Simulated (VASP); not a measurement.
Set up this calculation in VASP 6.6.1, as the native input.

| Property | Result |
| --- | --- |
| Task | single point |
| Functional | PBE |
| Potentials or basis | VASP PAW PBE potentials, release 64 (Hf_pv, O) |
| Cutoff | 520 eV |
| k mesh | 1 × 1 × 9 |
| Occupations | gaussian, width 0.05 eV |
| Spin | no spin polarisation |
| Dipole correction | no |
| Further INCAR settings | ALGO = Normal; EDIFF = 1e-06; NBANDS = 43 |

The structure of HfO2 lies in POSCAR:

```
HfO2
1.0
   12.6000000000      0.0000000000      0.0000000000
    0.0000000000     13.1000000000      0.0000000000
    0.0000000000      0.0000000000      3.4246514645
Hf O
3 6
Direct
    0.6404333642      0.5704184755      0.0000000000
    0.5000000000      0.3780914922      0.5000000000
    0.3595666358      0.5704184755      0.0000000000
    0.6973544430      0.6295369138      0.5000000000
    0.6402544724      0.4432916442      0.5000000000
    0.3597455276      0.4432916442      0.5000000000
    0.5000000000      0.4445033153      0.0000000000
    0.5000000000      0.6341177822      0.0000000000
    0.3026455570      0.6295369138      0.5000000000
```

These files were run (other wordings do the same):

INCAR

```
ALGO     = Normal         # electronic algorithm
EDIFF    = 1E-6           # SCF threshold, eV
ENCUT    = 520            # plane-wave cutoff, eV
GGA      = PE             # functional
GGA_COMPAT= F            
ISIF     = 2              # what is computed and relaxed
ISMEAR   = 0              # smearing method
LASPH    = T              # aspherical terms in the spheres
LCHARG   = F              # write CHGCAR
LREAL    = F              # projectors in reciprocal space
LWAVE    = F              # write WAVECAR
NBANDS   = 43             # bands
NELM     = 120            # most SCF steps
PREC     = Accurate       # precision mode
SIGMA    = 0.05           # smearing width, eV
```

KPOINTS

```
k-points
0
Gamma
  1 1 9
```

Potentials or basis: VASP PAW PBE potentials, release 64 (Hf_pv, O).

The run is started by

```console
$ cat potpaw_PBE.64/Hf_pv/POTCAR potpaw_PBE.64/O/POTCAR > POTCAR
$ mpirun -np 1 vasp_std > vasp.out
```

Results of the run:

```json
{"Largest force": "0.288 eV/Å", "Band gap on the k mesh": "0.11 eV (least direct gap 0.39 eV)"}
```

Caveat: spin-orbit coupling is left out, which moves the levels of the heavy elements.

Run time: 6.5 min on 1 thread of Intel(R) Xeon(R) Platinum 8488C (Sapphire Rapids) (shared host), peak memory 0.6 GiB.
